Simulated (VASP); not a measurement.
# Sb (R-3m) in VASP: single point with PBE

Aim: the single point of Sb with PBE.

Program: VASP 6.6.1. These are calculated values, not measurements. Logs are shortened: lines on timing, memory, paths and dates and some standing lists are left out, and cuts for length are marked.

## 1. The cell of the first run

Symmetry: R-3m, No. 166, trigonal system. The conventional cell has a = 4.626 Å, b = 4.626 Å, c = 11.331 Å, α = 90.00°, β = 90.00°, γ = 120.00°. Within 2.2 Å of Sb (site symmetry 3m) lie 1 Sb at 1.64 Å.

## 2. Single point, PBE (shortest bond scaled by 0.58)

File INCAR:

```
SYSTEM = Sb
PREC = Accurate ; ENCUT = 500
EDIFF = 1E-6 ; ISMEAR = -1
SIGMA = 0.05 ; LREAL = .FALSE.
LASPH = .TRUE. ; NELM = 120
ALGO = Normal ; ISIF = 2
LWAVE = .FALSE. ; LCHARG = .FALSE.
GGA = PE ; NBANDS = 22
GGA_COMPAT = .FALSE.
```

File KPOINTS:

```
regular mesh
0
G
  8 8 8
  0 0 0
```

File POSCAR:

```
Sb
1.0
    0.0000000000      3.2710663102      3.2710663102
    3.2710663102      0.0000000000      3.2710663102
    3.2710663102      3.2710663102      0.0000000000
Sb
2
Direct
   -0.2825000000     -0.0725000000     -0.0725000000
    0.2825000000      0.0725000000      0.0725000000
```

Potentials or basis: VASP PAW PBE potentials, release 64 (Sb_d_GW).

Command:

```sh
$ cat potpaw_PBE.64/Sb_d_GW/POTCAR > POTCAR
$ mpirun -np 1 vasp_std > vasp.out
```

OUTCAR:

```text
SYSTEM = Sb
   PREC = Accurate
   ENCUT = 500
   EDIFF = 1E-6
   ISMEAR = -1
   LREAL = .FALSE.
   LASPH = .TRUE.
   NELM = 120
   ISIF = 2
   GGA = PE

 ion  position               nearest neighbor table
   1  0.718  0.928  0.928-   2 1.64   2 3.42   2 3.42   2 3.42
   2  0.282  0.072  0.072-   1 1.64   1 3.42   1 3.42   1 3.42

 -----------------------------------------------------------------------------
|                                                                             |
|           W    W    AA    RRRRR   N    N  II  N    N   GGGG   !!!           |
|           W    W   A  A   R    R  NN   N  II  NN   N  G    G  !!!           |
|           W    W  A    A  R    R  N N  N  II  N N  N  G       !!!           |
|           W WW W  AAAAAA  RRRRR   N  N N  II  N  N N  G  GGG   !            |
|           WW  WW  A    A  R   R   N   NN  II  N   NN  G    G                |
|           W    W  A    A  R    R  N    N  II  N    N   GGGG   !!!           |
|                                                                             |
|     The distance between some ions is very small. Please check the          |
|     nearest-neighbor list in the OUTCAR file.                               |
|     I HOPE YOU KNOW WHAT YOU ARE DOING!                                     |
|                                                                             |
 -----------------------------------------------------------------------------

  LATTYP: Found a face centered cubic cell.
 ALAT       =     6.5421326204

  Lattice vectors:

 A1 = (   0.0000000000,   3.2710663102,   3.2710663102)
 A2 = (   3.2710663102,   0.0000000000,   3.2710663102)
 A3 = (   3.2710663102,   3.2710663102,   0.0000000000)

Analysis of symmetry for initial positions (statically):
=====================================================================
 Subroutine PRICEL returns:
 Original cell was already a primitive cell.

 Routine SETGRP: Setting up the symmetry group for a
 face centered cubic supercell.

 Subroutine GETGRP returns: Found 12 space group operations
 (whereof  4 operations were pure point group operations)
 out of a pool of 48 trial point group operations.

The static configuration has the point symmetry C_2h.
 The point group associated with its full space group is D_3d.

Analysis of symmetry for dynamics (positions and initial velocities):
=====================================================================
 Subroutine PRICEL returns:
 Original cell was already a primitive cell.

 Routine SETGRP: Setting up the symmetry group for a
 face centered cubic supercell.

 Subroutine GETGRP returns: Found 12 space group operations
 (whereof  4 operations were pure point group operations)
 out of a pool of 48 trial point group operations.

The dynamic configuration has the point symmetry C_2h.
 The point group associated with its full space group is D_3d.

 Subroutine INISYM returns: Found 12 space group operations
 (whereof  4 operations are pure point group operations),
 and found     1 'primitive' translations

----------------------------------------------------------------------------------------

                                     Primitive cell

  volume of cell :      70.0000

  direct lattice vectors                    reciprocal lattice vectors
     0.000000000  3.271066310  3.271066310    -0.152855354  0.152855354  0.152855354
     3.271066310  0.000000000  3.271066310     0.152855354 -0.152855354  0.152855354
     3.271066310  3.271066310  0.000000000     0.152855354  0.152855354 -0.152855354

  length of vectors
     4.625986339  4.625986339  4.625986339     0.264753240  0.264753240  0.264753240

  position of ions in fractional coordinates (direct lattice)
     0.717500000  0.927500000  0.927500000
     0.282500000  0.072500000  0.072500000

  ion indices of the primitive-cell ions
   primitive index   ion index
                 1           1
                 2           2

----------------------------------------------------------------------------------------

 KPOINTS: regular mesh

Automatic generation of k-mesh.
 Grid dimensions read from file:
 generate k-points for:    8    8    8

 Generating k-lattice:

  Cartesian coordinates                     Fractional coordinates (reciprocal lattice)
    -0.019106919  0.019106919  0.019106919     0.125000000  0.000000000  0.000000000
     0.019106919 -0.019106919  0.019106919     0.000000000  0.125000000  0.000000000
     0.019106919  0.019106919 -0.019106919     0.000000000  0.000000000  0.125000000

  Length of vectors
     0.033094155  0.033094155  0.033094155

  Shift w.r.t. Gamma in fractional coordinates (k-lattice)
     0.000000000  0.000000000  0.000000000

 Subroutine IBZKPT returns following result:
 ===========================================

 Found     65 irreducible k-points:

 Following reciprocal coordinates:
            Coordinates               Weight
  0.000000  0.000000  0.000000      1.000000
  0.125000  0.000000  0.000000      2.000000
  0.000000  0.125000  0.000000      6.000000
  0.250000  0.000000  0.000000      2.000000
  0.000000  0.250000  0.000000      6.000000
  0.375000  0.000000  0.000000      2.000000
[... 16 lines left out ...]
 -0.250000  0.125000  0.000000      6.000000
  0.000000 -0.250000  0.125000     12.000000
 [... further k-points ...]
   k-points           NKPTS =     65   k-points in BZ     NKDIM =     65   number of bands    NBANDS=     22
   number of dos      NEDOS =    301   number of ions     NIONS =      2
   total plane-waves  NPLWV =  46656
   dimension x,y,z NGX =    36 NGY =   36 NGZ =   36
   dimension x,y,z NGXF=    72 NGYF=   72 NGZF=   72
   ions per type =               2
   NGX,Y,Z   is equivalent  to a cutoff of  12.94, 12.94, 12.94 a.u.
   NGXF,Y,Z  is equivalent  to a cutoff of  25.87, 25.87, 25.87 a.u.
 SYSTEM =  Sb
   PREC   = accura    normal or accurate (medium, high low for compatibility)
   ISTART =      0    job   : 0-new  1-cont  2-samecut
   ICHARG =      2    charge: 1-file 2-atom 10-const
   ISPIN  =      1    spin polarized calculation?
   LNONCOLLINEAR =      F non collinear calculations
   LSORBIT =      F    spin-orbit coupling
   LASPH  =      T    aspherical Exc in radial PAW
   ENCUT  =  500.0 eV  36.75 Ry    6.06 a.u.   8.43  8.43  8.43*2*pi/ulx,y,z
   NELM   =    120;   NELMIN=  2; NELMDL= -5     # of ELM steps
   EDIFF  = 0.1E-05   stopping-criterion for ELM
   LREAL  =      F    real-space projection
   EDIFFG = 0.1E-04   stopping-criterion for IOM
   NSW    =      0    number of steps for IOM
   IBRION =     -1    ionic relax: 0-MD 1-quasi-New 2-CG
   NFREE  =      0    steps in history (QN), initial steepest desc. (CG)
   ISIF   =      2    stress and relaxation
   ISYM   =      2    0-nonsym 1-usesym 2-fastsym
   POTIM  = 0.5000    time-step for ionic-motion
   TEBEG  =    0.0;   TEEND  =   0.0 temperature during run
   PSTRESS=    0.0 pullay stress
   NELECT =      30.0000    total number of electrons
   NUPDOWN=      -1.0000    fix difference up-down
   EMIN   =  10.00;   EMAX   =-10.00  energy-range for DOS
   EFERMI =   0.00;   METHOD = LEGACY
   ISMEAR =    -1;   SIGMA  =   0.05  broadening in eV -4-tet -1-fermi 0-gaus
   EFERMI_NEDOS =   21; number of points for ismear=-14 and -15
   IALGO  =     38    algorithm
   IMIX   =      4    mixing-type and parameters
     AMIX     =   0.40;   BMIX     =  1.00
     AMIX_MAG =   1.60;   BMIX_MAG =  1.00
  volume/ion in A,a.u.               =      35.00       236.19
  Fermi-wavevector in a.u.,A,eV,Ry     =   1.234286  2.332463 20.727967  1.523463
  Thomas-Fermi vector in A             =   2.368982
   LORBIT       =      0    0 simple, 1 ext, 2 COOP (PROOUT), +10 PAW based schemes
   GGA     = PE    functional components
   LHFCALC =     F    Hartree Fock is set to
   AEXX    =    0.0000 exact exchange contribution
   IVDW    =     0    specifies the selected vdW correction
   LEPSILON=     F    determine dielectric tensor
   LRPA    =     F    only Hartree local field effects (RPA)
 non-spin polarized calculation
  energy-cutoff  :      500.00
  volume of cell :       70.00
 maximum number of plane-waves:      1812
 NGX is ok and might be reduce to    36
   NGX = 17   NGY = 17   NGZ = 17

 number of electron      30.0000007 magnetization

 Free energy of the ion-electron system (eV)
  ---------------------------------------------------
  ext. energy  EPLUGINS =         0.00000000
  ---------------------------------------------------
  free energy    TOTEN  =        16.08637904 eV

  energy without entropy =       16.09285703  energy(sigma->0) =       16.08961803

 E-fermi :   4.6290     XC(G=0):  -8.6736

 val. band max:        4.6057441644   @ k =   0.1250  -0.3750   0.2500
 cond. band min:       4.6331079307   @ k =   0.5000   0.0000   0.0000
 fundamental gap:      0.0273637663
 Fermi energy:         4.6290120884

 k-point     1 :       0.0000    0.0000    0.0000
  band No.  band energies     occupation
      1     -31.9528      2.00000
      2     -29.9055      2.00000
      3     -29.9055      2.00000
      4     -27.0739      2.00000
      5     -27.0739      2.00000
      6     -26.3400      2.00000
[... 14 lines left out ...]
     21      10.3916      0.00000
     22      11.6360      0.00000

 k-point     2 :       0.1250    0.0000    0.0000
  band No.  band energies     occupation
      1     -31.9536      2.00000
      2     -29.9076      2.00000
      3     -29.9076      2.00000
      4     -27.0735      2.00000
      5     -27.0735      2.00000
      6     -26.3406      2.00000
[... 14 lines left out ...]
     21      10.2007      0.00000
     22      12.3238      0.00000

 k-point     3 :       0.0000    0.1250    0.0000
  band No.  band energies     occupation
      1     -31.9530      2.00000
      2     -29.9072      2.00000
      3     -29.9053      2.00000
      4     -27.0742      2.00000
      5     -27.0731      2.00000
      6     -26.3409      2.00000
[... 14 lines left out ...]
     21      10.3019      0.00000
     22      11.3002      0.00000
[... 476 lines left out ...]
 k-point    23 :      -0.2500    0.1250    0.0000
  band No.  band energies     occupation
      1     -31.9561      2.00000
      2     -29.9168      2.00000
      3     -29.9124      2.00000
      4     -27.0737      2.00000
      5     -27.0706      2.00000
      6     -26.3437      2.00000
[... 14 lines left out ...]
     21      11.5823      0.00000
     22      13.2322      0.00000

 k-point    24 :       0.0000   -0.2500    0.1250
  band No.  band energies     occupation
      1     -31.9539      2.00000
      2     -29.9117      2.00000
      3     -29.9060      2.00000
      4     -27.0743      2.00000
      5     -27.0710      2.00000
      6     -26.3428      2.00000
[... 14 lines left out ...]
     21      12.1924      0.00000
     22      12.5896      0.00000

 [... further k-points ...]

------------------------ aborting loop because EDIFF is reached ----------------------------------------

  FORCE on cell =-STRESS in cart. coord.  units (eV):
  Direction    XX          YY          ZZ          XY          YZ          ZX
  --------------------------------------------------------------------------------------
  -------------------------------------------------------------------------------------
  Total       47.7691181     47.7691181     47.7691181    -47.1782126     47.1782126    -47.1782126
  in kB     1093.3514011   1093.3514011   1093.3514011  -1079.8266090   1079.8266090  -1079.8266090
  external PRESSURE =    1093.3514011 kB  Pullay stress =       0.0000000 kB

 VOLUME and BASIS-vectors are now :
 -----------------------------------------------------------------------------
  energy-cutoff  :      500.00
  volume of cell :       70.00
      direct lattice vectors                 reciprocal lattice vectors
     0.000000000  3.271066310  3.271066310    -0.152855354  0.152855354  0.152855354
     3.271066310  0.000000000  3.271066310     0.152855354 -0.152855354  0.152855354
     3.271066310  3.271066310  0.000000000     0.152855354  0.152855354 -0.152855354

 POSITION                                       TOTAL-FORCE (eV/Angst)
 -----------------------------------------------------------------------------------
      6.06783      5.38090      5.38090       -49.103862     49.103862     49.103862
      0.47430      1.16123      1.16123        49.103862    -49.103862    -49.103862
 -----------------------------------------------------------------------------------
    total drift:                               -0.000000     -0.000000     -0.000000

  FREE ENERGIE OF THE ION-ELECTRON SYSTEM (eV)
  ---------------------------------------------------
  free  energy   TOTEN  =        16.0863790427 eV

  energy  without entropy=       16.0928570263  energy(sigma->0) =       16.08961803
```

It took 1.8 min on 1 thread of AMD EPYC 7R13 (Zen 3), shared host; peak memory 0.23 GiB.

Results:

- Free energy: 16.0864 eV
- Pressure: 109.3 GPa
- Largest force: 85.050 eV/Å
- Band gap on the k mesh: zero (bands 15 and 16 overlap by 0.53 eV)

Forces in eV/Å, atoms in the order of the input:
```
Sb  -49.104  49.104  49.104
Sb   49.104 -49.104 -49.104
```

Stress tensor (GPa, compression positive):
```
 109.34 -107.98 -107.98
-107.98  109.34  107.98
-107.98  107.98  109.34
```

Caveat: the cell differs from its parent crystal (shortest bond scaled by 0.58); atoms lie so close that the PAW spheres overlap strongly, which falsifies energies and pressures; the cell stands under pressure; spin-orbit coupling is left out, which moves the levels of the heavy elements; forces of over 1 eV/Å act on the atoms, so gaps and moduli don't describe the material at rest.

The gap in the log of VASP goes by the Fermi energy; the results here count the filled bands.